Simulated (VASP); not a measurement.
# Cu (C2/m) in VASP: notebook

The runs below take Cu through single point, with PBEsol.

Program: VASP 6.6.1. These are calculated values, not measurements. Logs are shortened: lines on timing, memory, paths and dates and some standing lists are left out, and cuts for length are marked.

## 1. The cell of the first run

It takes space group C2/m (No. 12, monoclinic). Conventional cell: a = 3.968 Å, b = 2.886 Å, c = 2.752 Å, α = 90.00°, β = 133.34°, γ = 90.00°. Cu (site symmetry 2/m) has 14 Cu at 2.45 to 2.89 Å within 3.2 Å.

## 2. Single point, PBEsol (strain +0.0100 x Voigt [0, 0, 0, 1, 0, 0])

The input, INCAR:

```
PREC = Accurate
ENCUT = 520
EDIFF = 1E-6
ISMEAR = 0
SIGMA = 0.15
LREAL = F
LASPH = T
NELM = 100
ALGO = Fast
ISIF = 2
LWAVE = F
LCHARG = T
GGA = PS
LELF = T
LVHAR = T
NBANDS = 12
```

The input, KPOINTS:

```
Automatic mesh
0
Gamma
  24 24 24
```

The input, POSCAR:

```
Cu
1.0
   -1.4427933200      1.4496737272      1.3832954166
    1.4427933200     -1.4359129128      1.3688674834
    1.4427933200      1.4359129128     -1.3688674834
Cu
1
Direct
    0.0000000000      0.0000000000      0.0000000000
```

Potentials or basis: VASP PAW PBE potentials, release 64 (Cu).

The run is started by

```console
> cat potpaw_PBE.64/Cu/POTCAR > POTCAR
> mpirun -np 1 vasp_std > vasp.out
```

OUTCAR:

```text
PREC = Accurate
   ENCUT = 520
   EDIFF = 1E-6
   ISMEAR = 0
   LREAL = F
   LASPH = T
   NELM = 100
   ISIF = 2
   GGA = PS

 ion  position               nearest neighbor table
   1  0.000  0.000  0.000-

  LATTYP: Found a base centered monoclinic cell.
 ALAT       =     3.9676915607
 B/A-ratio  =     0.7272709070
 C/A-ratio  =     0.6936520291
 COS(beta)  =    -0.6863794109

  Lattice vectors:

 A1 = (   1.4427933200,   1.4359129128,  -1.3688674834)
 A2 = (  -1.4427933200,   1.4359129128,  -1.3688674834)
 A3 = (   0.0000000000,   0.0137608144,   2.7521629000)

Analysis of symmetry for initial positions (statically):
=====================================================================
 Subroutine PRICEL returns:
 Original cell was already a primitive cell.

 Routine SETGRP: Setting up the symmetry group for a
 base centered monoclinic supercell.

 Subroutine GETGRP returns: Found  4 space group operations
 (whereof  4 operations were pure point group operations)
 out of a pool of  4 trial point group operations.

The static configuration has the point symmetry C_2h.

Analysis of symmetry for dynamics (positions and initial velocities):
=====================================================================
 Subroutine PRICEL returns:
 Original cell was already a primitive cell.

 Routine SETGRP: Setting up the symmetry group for a
 base centered monoclinic supercell.

 Subroutine GETGRP returns: Found  4 space group operations
 (whereof  4 operations were pure point group operations)
 out of a pool of  4 trial point group operations.

The dynamic configuration has the point symmetry C_2h.

 Subroutine INISYM returns: Found  4 space group operations
 (whereof  4 operations are pure point group operations),
 and found     1 'primitive' translations

----------------------------------------------------------------------------------------

                                     Primitive cell

  volume of cell :      11.4578

  direct lattice vectors                    reciprocal lattice vectors
    -1.442793320  1.449673727  1.383295417     0.000000000  0.344741848  0.361626876
     1.442793320 -1.435912913  1.368867483     0.346549983 -0.001816798  0.363359669
     1.442793320  1.435912913 -1.368867483     0.346549983  0.346558647 -0.001732793

  length of vectors
     2.469152221  2.453017865  2.453017865     0.499620795  0.502125921  0.490104875

  position of ions in fractional coordinates (direct lattice)
     0.000000000  0.000000000  0.000000000

  ion indices of the primitive-cell ions
   primitive index   ion index
                 1           1

----------------------------------------------------------------------------------------

 KPOINTS: Automatic mesh

Automatic generation of k-mesh.
 Grid dimensions read from file:
 generate k-points for:   24   24   24

 Generating k-lattice:

  Cartesian coordinates                     Fractional coordinates (reciprocal lattice)
     0.000000000  0.014364244  0.015067786     0.041666667  0.000000000  0.000000000
     0.014439583 -0.000075700  0.015139986     0.000000000  0.041666667 -0.000000000
     0.014439583  0.014439944 -0.000072200     0.000000000 -0.000000000  0.041666667

  Length of vectors
     0.020817533  0.020921913  0.020421036

  Shift w.r.t. Gamma in fractional coordinates (k-lattice)
     0.000000000  0.000000000  0.000000000

 Subroutine IBZKPT returns following result:
 ===========================================

 Found   3614 irreducible k-points:

 Following reciprocal coordinates:
            Coordinates               Weight
  0.000000  0.000000  0.000000      1.000000
  0.041667  0.000000  0.000000      2.000000
  0.083333  0.000000  0.000000      2.000000
  0.125000 -0.000000  0.000000      2.000000
  0.166667  0.000000 -0.000000      2.000000
  0.208333  0.000000  0.000000      2.000000
[... 16 lines left out ...]
  0.375000  0.041667 -0.000000      4.000000
  0.416667  0.041667 -0.000000      4.000000
 [... further k-points ...]
   k-points           NKPTS =   3614   k-points in BZ     NKDIM =   3614   number of bands    NBANDS=     12
   number of dos      NEDOS =    301   number of ions     NIONS =      1
   total plane-waves  NPLWV =   5832
   dimension x,y,z NGX =    18 NGY =   18 NGZ =   18
   dimension x,y,z NGXF=    36 NGYF=   36 NGZF=   36
   ions per type =               1
   NGX,Y,Z   is equivalent  to a cutoff of  12.12, 12.20, 12.20 a.u.
   NGXF,Y,Z  is equivalent  to a cutoff of  24.24, 24.40, 24.40 a.u.
 SYSTEM =  unknown system
   PREC   = accura    normal or accurate (medium, high low for compatibility)
   ISTART =      0    job   : 0-new  1-cont  2-samecut
   ICHARG =      2    charge: 1-file 2-atom 10-const
   ISPIN  =      1    spin polarized calculation?
   LNONCOLLINEAR =      F non collinear calculations
   LSORBIT =      F    spin-orbit coupling
   LASPH  =      T    aspherical Exc in radial PAW
   ENCUT  =  520.0 eV  38.22 Ry    6.18 a.u.   4.59  4.56  4.56*2*pi/ulx,y,z
   NELM   =    100;   NELMIN=  2; NELMDL= -5     # of ELM steps
   EDIFF  = 0.1E-05   stopping-criterion for ELM
   LREAL  =      F    real-space projection
   EDIFFG = 0.1E-04   stopping-criterion for IOM
   NSW    =      0    number of steps for IOM
   IBRION =     -1    ionic relax: 0-MD 1-quasi-New 2-CG
   NFREE  =      0    steps in history (QN), initial steepest desc. (CG)
   ISIF   =      2    stress and relaxation
   ISYM   =      2    0-nonsym 1-usesym 2-fastsym
   POTIM  = 0.5000    time-step for ionic-motion
   TEBEG  =    0.0;   TEEND  =   0.0 temperature during run
   PSTRESS=    0.0 pullay stress
   NELECT =      11.0000    total number of electrons
   NUPDOWN=      -1.0000    fix difference up-down
   EMIN   =  10.00;   EMAX   =-10.00  energy-range for DOS
   EFERMI =   0.00;   METHOD = LEGACY
   ISMEAR =     0;   SIGMA  =   0.15  broadening in eV -4-tet -1-fermi 0-gaus
   EFERMI_NEDOS =   21; number of points for ismear=-14 and -15
   IALGO  =     68    algorithm
   IMIX   =      4    mixing-type and parameters
     AMIX     =   0.40;   BMIX     =  1.00
     AMIX_MAG =   1.60;   BMIX_MAG =  1.00
  volume/ion in A,a.u.               =      11.46        77.32
  Fermi-wavevector in a.u.,A,eV,Ry     =   1.614998  3.051903 35.486951  2.608217
  Thomas-Fermi vector in A             =   2.709816
   LORBIT       =      0    0 simple, 1 ext, 2 COOP (PROOUT), +10 PAW based schemes
   GGA     = PS    functional components
   LHFCALC =     F    Hartree Fock is set to
   AEXX    =    0.0000 exact exchange contribution
   IVDW    =     0    specifies the selected vdW correction
   LEPSILON=     F    determine dielectric tensor
   LRPA    =     F    only Hartree local field effects (RPA)
 non-spin polarized calculation
 RMM-DIIS sequential band-by-band and
 Gauss-broadening in eV      SIGMA  =   0.15
  energy-cutoff  :      520.00
  volume of cell :       11.46
 maximum number of plane-waves:       326
   NGX =  9   NGY =  9   NGZ =  9

 number of electron      10.9999998 magnetization

 Free energy of the ion-electron system (eV)
  ---------------------------------------------------
  ext. energy  EPLUGINS =         0.00000000
  ---------------------------------------------------
  free energy    TOTEN  =        -4.27137974 eV

  energy without entropy =       -4.26703763  energy(sigma->0) =       -4.26920869

 E-fermi :   7.7780     XC(G=0): -13.0869

 val. band max:        7.7770524465   @ k =   0.4167  -0.4167   0.1667
 cond. band min:       7.7781031940   @ k =  -0.2500  -0.3333   0.2917
 fundamental gap:      0.0010507475
 Fermi energy:         7.7780427949

 k-point     1 :       0.0000    0.0000    0.0000
  band No.  band energies     occupation
      1      -1.8362      2.00000
      2       4.4472      2.00000
      3       4.6494      2.00000
      4       4.6561      2.00000
      5       5.5311      2.00000
      6       5.7402      2.00000
      7      32.6231      0.00000
      8      32.6361      0.00000
      9      33.8733      0.00000
     10      36.6334      0.00000
     11      36.6715      0.00000
     12      36.6996      0.00000

 k-point     2 :       0.0417    0.0000    0.0000
  band No.  band energies     occupation
      1      -1.7672      2.00000
      2       4.4469      2.00000
      3       4.6467      2.00000
      4       4.6692      2.00000
      5       5.5320      2.00000
      6       5.7303      2.00000
      7      32.1414      0.00000
      8      32.4485      0.00000
      9      33.2706      0.00000
     10      35.5852      0.00000
     11      35.7683      0.00000
     12      36.2921      0.00000

 k-point     3 :       0.0833    0.0000    0.0000
  band No.  band energies     occupation
      1      -1.5616      2.00000
      2       4.4308      2.00000
      3       4.6370      2.00000
      4       4.7236      2.00000
      5       5.5342      2.00000
      6       5.7052      2.00000
      7      30.5841      0.00000
      8      31.9841      0.00000
      9      32.1744      0.00000
     10      34.2081      0.00000
     11      34.9623      0.00000
     12      36.0589      0.00000
[... 286 lines left out ...]
 k-point    23 :       0.3750    0.0417   -0.0000
  band No.  band energies     occupation
      1       2.3813      2.00000
      2       3.8200      2.00000
      3       5.3703      2.00000
      4       5.6808      2.00000
      5       5.8895      2.00000
      6       6.3653      2.00000
      7      14.8785      0.00000
      8      25.1289      0.00000
      9      25.7942      0.00000
     10      29.8588      0.00000
     11      32.7431      0.00000
     12      40.3533      0.00000

 k-point    24 :       0.4167    0.0417   -0.0000
  band No.  band energies     occupation
      1       2.5340      2.00000
      2       3.7720      2.00000
      3       5.5575      2.00000
      4       5.7886      2.00000
      5       6.0938      2.00000
      6       6.8248      2.00000
      7      13.4110      0.00000
      8      24.7594      0.00000
      9      25.4303      0.00000
     10      29.7336      0.00000
     11      32.7063      0.00000
     12      41.0915      0.00000

 [... further k-points ...]

------------------------ aborting loop because EDIFF is reached ----------------------------------------

  FORCE on cell =-STRESS in cart. coord.  units (eV):
  Direction    XX          YY          ZZ          XY          YZ          ZX
  --------------------------------------------------------------------------------------
  -------------------------------------------------------------------------------------
  Total       -0.0340339     -0.0356895     -0.0456546     -0.0000000     -0.0681226      0.0000000
  in kB       -4.7590603     -4.9905619     -6.3840154     -0.0000000     -9.5257750      0.0000000
  external PRESSURE =      -5.3778792 kB  Pullay stress =       0.0000000 kB

 VOLUME and BASIS-vectors are now :
 -----------------------------------------------------------------------------
  energy-cutoff  :      520.00
  volume of cell :       11.46
      direct lattice vectors                 reciprocal lattice vectors
    -1.442793320  1.449673727  1.383295417     0.000000000  0.344741848  0.361626876
     1.442793320 -1.435912913  1.368867483     0.346549983 -0.001816798  0.363359669
     1.442793320  1.435912913 -1.368867483     0.346549983  0.346558647 -0.001732793

 POSITION                                       TOTAL-FORCE (eV/Angst)
 -----------------------------------------------------------------------------------
      0.00000      0.00000      0.00000         0.000000     -0.000000      0.000000
 -----------------------------------------------------------------------------------
    total drift:                                0.000000      0.000000      0.000000

  FREE ENERGIE OF THE ION-ELECTRON SYSTEM (eV)
  ---------------------------------------------------
  free  energy   TOTEN  =        -4.2713797406 eV

  energy  without entropy=       -4.2670376303  energy(sigma->0) =       -4.26920869
```

Wall time 7.1 min (1 thread of Intel Xeon 8259CL, shared host); peak memory 0.56 GiB.

What came out:

```
Free energy            : -4.2714 eV
Pressure               : -0.5 GPa
Band gap on the k mesh : zero (an odd number of electrons rules out a gap without spin polarisation)
```

Caveat: the cell differs from its parent crystal (strain +0.0100 x Voigt [0, 0, 0, 1, 0, 0]); the PAW data sets were made with another functional, which shifts forces and pressure a little.

## 3. Single point, PBEsol (strain +0.0250 x Voigt [0, 0, 0, 1, 0, 0])

The input, INCAR:

```
PREC     = Accurate       # precision mode
ENCUT    = 520            # plane-wave cutoff, eV
EDIFF    = 1E-6           # SCF threshold, eV
ISMEAR   = 0              # smearing method
SIGMA    = 0.15           # smearing width, eV
LREAL    = False          # projectors in reciprocal space
LASPH    = True           # aspherical terms in the spheres
NELM     = 80             # most SCF steps
ALGO     = Fast           # electronic algorithm
ISIF     = 2              # what is computed and relaxed
LWAVE    = False          # write WAVECAR
LCHARG   = False          # write CHGCAR
GGA      = PS             # functional
NBANDS   = 12             # bands
```

KPOINTS is that of step 2.

The input, POSCAR:

```
Cu
1.0
   -1.4427933200      1.4599943381      1.3941163665
    1.4427933200     -1.4255923019      1.3580465335
    1.4427933200      1.4255923019     -1.3580465335
Cu
1
Direct
    0.0000000000      0.0000000000      0.0000000000
```

Potentials or basis: VASP PAW PBE potentials, release 64 (Cu).

The run is started by

```console
> cat potpaw_PBE.64/Cu/POTCAR > POTCAR
> mpirun -np 1 vasp_std > vasp.out
```

OUTCAR:

```text
PREC = Accurate
   ENCUT = 520
   EDIFF = 1E-6
   ISMEAR = 0
   LREAL = False
   LASPH = True
   NELM = 80
   ISIF = 2
   GGA = PS

 ion  position               nearest neighbor table
   1  0.000  0.000  0.000-

  LATTYP: Found a base centered monoclinic cell.
 ALAT       =     3.9378185831
 B/A-ratio  =     0.7327881108
 C/A-ratio  =     0.6989600578
 COS(beta)  =    -0.6806417861

  Lattice vectors:

 A1 = (   1.4427933200,   1.4255923019,  -1.3580465335)
 A2 = (  -1.4427933200,   1.4255923019,  -1.3580465335)
 A3 = (   0.0000000000,   0.0344020362,   2.7521629000)

Analysis of symmetry for initial positions (statically):
=====================================================================
 Subroutine PRICEL returns:
 Original cell was already a primitive cell.

 Routine SETGRP: Setting up the symmetry group for a
 base centered monoclinic supercell.

 Subroutine GETGRP returns: Found  4 space group operations
 (whereof  4 operations were pure point group operations)
 out of a pool of  4 trial point group operations.

The static configuration has the point symmetry C_2h.
[... 168 lines left out ...]
  band No.  band energies     occupation
      1      -1.8354      2.00000
      2       4.4213      2.00000
      3       4.6467      2.00000
      4       4.6844      2.00000
      5       5.5356      2.00000
      6       5.7452      2.00000
      7      32.5610      0.00000
      8      32.6441      0.00000
      9      33.8400      0.00000
     10      36.5144      0.00000
     11      36.6586      0.00000
     12      36.6851      0.00000
[... 331 lines left out ...]
 k-point    24 :       0.4167    0.0417   -0.0000
  band No.  band energies     occupation
      1       2.5118      2.00000
      2       3.7477      2.00000
      3       5.5754      2.00000
      4       5.7938      2.00000
      5       6.0747      2.00000
      6       6.7627      2.00000
      7      13.2269      0.00000
      8      24.8913      0.00000
      9      25.5869      0.00000
     10      29.8650      0.00000
     11      32.8514      0.00000
     12      41.4884      0.00000

 [... further k-points ...]

------------------------ aborting loop because EDIFF is reached ----------------------------------------

  FORCE on cell =-STRESS in cart. coord.  units (eV):
  Direction    XX          YY          ZZ          XY          YZ          ZX
  --------------------------------------------------------------------------------------
  -------------------------------------------------------------------------------------
  Total       -0.0242765     -0.0335644     -0.0435497      0.0000000     -0.1724280      0.0000000
  in kB       -3.3950916     -4.6940193     -6.0904778      0.0000000    -24.1142501      0.0000000
  external PRESSURE =      -4.7265296 kB  Pullay stress =       0.0000000 kB

 VOLUME and BASIS-vectors are now :
 -----------------------------------------------------------------------------
  energy-cutoff  :      520.00
  volume of cell :       11.46
      direct lattice vectors                 reciprocal lattice vectors
    -1.442793320  1.459994338  1.394116367     0.000000000  0.342061547  0.359074816
     1.442793320 -1.425592302  1.358046534     0.346549983 -0.004542592  0.363407367
     1.442793320  1.425592302 -1.358046534     0.346549983  0.346604140 -0.004332552

 POSITION                                       TOTAL-FORCE (eV/Angst)
 -----------------------------------------------------------------------------------
      0.00000      0.00000      0.00000         0.000000      0.000000      0.000000
 -----------------------------------------------------------------------------------
    total drift:                                0.000000      0.000000      0.000000

  FREE ENERGIE OF THE ION-ELECTRON SYSTEM (eV)
  ---------------------------------------------------
  free  energy   TOTEN  =        -4.2695834969 eV

  energy  without entropy=       -4.2654505827  energy(sigma->0) =       -4.26751704
```

OSZICAR:

```text
N       E                     dE             d eps       ncg     rms          rms(c)
DAV:   1     0.415592423617E+02    0.41559E+02   -0.53792E+03 96976   0.154E+03
DAV:   2    -0.403752954354E+01   -0.45597E+02   -0.42076E+02 89648   0.205E+02
DAV:   3    -0.534723736684E+01   -0.13097E+01   -0.13008E+01 99732   0.396E+01
DAV:   4    -0.535505082770E+01   -0.78135E-02   -0.78124E-02 97448   0.271E+00
DAV:   5    -0.535512278415E+01   -0.71956E-04   -0.71955E-04100524   0.264E-01    0.830E+00
RMM:   6    -0.465368267545E+01    0.70144E+00   -0.35197E+00108761   0.348E+01    0.459E+00
RMM:   7    -0.428661785108E+01    0.36706E+00   -0.49028E-01107707   0.126E+01    0.108E+00
RMM:   8    -0.427178880327E+01    0.14829E-01   -0.16477E-02111691   0.130E+00    0.350E-01
RMM:   9    -0.426951150718E+01    0.22773E-02   -0.41718E-03112600   0.122E+00    0.210E-02
RMM:  10    -0.426957310191E+01   -0.61595E-04   -0.49956E-04113953   0.304E-01    0.113E-02
RMM:  11    -0.426958189129E+01   -0.87894E-05   -0.85018E-05120304   0.115E-01    0.990E-03
RMM:  12    -0.426958323443E+01   -0.13431E-05   -0.13823E-05116829   0.451E-02    0.328E-03
RMM:  13    -0.426958349685E+01   -0.26243E-06   -0.26552E-06 86049   0.171E-02
   1 F= -.42695835E+01 E0= -.42675170E+01  d E =-.413291E-02
```

Run time: 6.8 min. Hardware: 1 thread of Intel Xeon 8259CL, shared host; peak memory 0.56 GiB.

What came out:

| Quantity | Value |
| --- | --- |
| Free energy | -4.2696 eV |
| Pressure | -0.5 GPa |
| Band gap on the k mesh | zero (an odd number of electrons rules out a gap without spin polarisation) |

Caveat: the cell differs from its parent crystal (strain +0.0250 x Voigt [0, 0, 0, 1, 0, 0]); the PAW data sets were made with another functional, which shifts forces and pressure a little.

[end of part 1 of 2]
